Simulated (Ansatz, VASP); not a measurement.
## One calculation of Ti3O4, two programs

INCAR

```
PREC = Accurate ; ENCUT = 520
EDIFF = 1E-6 ; ISMEAR = 0
SIGMA = 0.15 ; LREAL = F
LASPH = T ; NELM = 60
ALGO = Normal ; ISIF = 2
LWAVE = F ; LCHARG = F
GGA = PS ; NBANDS = 39
```

File KPOINTS:

```
Automatic mesh
0
Gamma
  8 8 14
```

POSCAR

```
Ti3O4
1.0
    2.9128162305     -4.0303540204      0.0000000000
    2.9128162305      4.0303540204      0.0000000000
    0.0000000000      0.0000000000      2.9690273776
Ti O
3 4
Direct
    0.0000000000      0.0000000000      0.5000000000
    0.5000000000      0.0000000000      0.0000000000
    0.0000000000      0.5000000000      0.0000000000
    0.7733800101      0.7733800101      0.0000000000
    0.2719027062      0.7280972938      0.5000000000
    0.2266199899      0.2266199899      0.0000000000
    0.7280972938      0.2719027062      0.5000000000
```

Input for Ansatz:

```yaml
crystal:
  lattice:
    - [2.9128162305, -4.0303540204, 0.0]
    - [2.9128162305, 4.0303540204, 0.0]
    - [0.0, 0.0, 2.9690273776]
  atoms:
    - { symbol: Ti, position: [0.0, 0.0, 0.5] }
    - { symbol: Ti, position: [0.5, 0.0, 0.0] }
    - { symbol: Ti, position: [0.0, 0.5, 0.0] }
    - { symbol: O, position: [0.7733800101, 0.7733800101, 0.0] }
    - { symbol: O, position: [0.2719027062, 0.7280972938, 0.5] }
    - { symbol: O, position: [0.2266199899, 0.2266199899, 0.0] }
    - { symbol: O, position: [0.7280972938, 0.2719027062, 0.5] }
basis:
  ecutwfc: 420
kpoints:
  mp_grid: { grid: [8, 8, 14] }
hamiltonian:
  xc: pbesol
scf:
  occupations: { method: gaussian, width: 0.15 }
output:
  forces: true
  stress: true
  eigenvalues: true
```

Change from the starting cell: mode 11 (425.2 1/cm) frozen in, largest displacement +0.105 Å.

Alike in both runs: task single point; functional PBEsol; k mesh 8 × 8 × 14; occupations gaussian, width 0.15 eV; no spin polarisation.

```csv
,VASP,Ansatz
version,VASP 6.6.1,Ansatz 0.2.0
potentials or method,"VASP PAW PBE potentials, release 64 (Ti_sv, O), cutoff 520 eV","scalar-relativistic, plane waves, PAW"
valence electrons in the cell,60,60
```

|  | VASP | Ansatz | Ansatz less VASP |
| --- | --- | --- | --- |
| gap on the k mesh at the Fermi level (eV) | none | none | - |
| pressure (GPa) | 0.8 | 0.1 | -0.75 |
| traceless stress, the component that is largest in VASP (GPa) | -6.07 | -6.04 | +0.029 |
| rms of the force components (eV/Å) | 0.388 | 0.385 | -0.0027 |

VASP's potentials were made for PBE, not for PBEsol. Atom by atom the forces differ by 0.012 eV/Å (rms over components). A gap of «none» marks a metal or a gap that the smearing closes. The functional is the same, so the differences come from potentials, cutoffs and numerics.
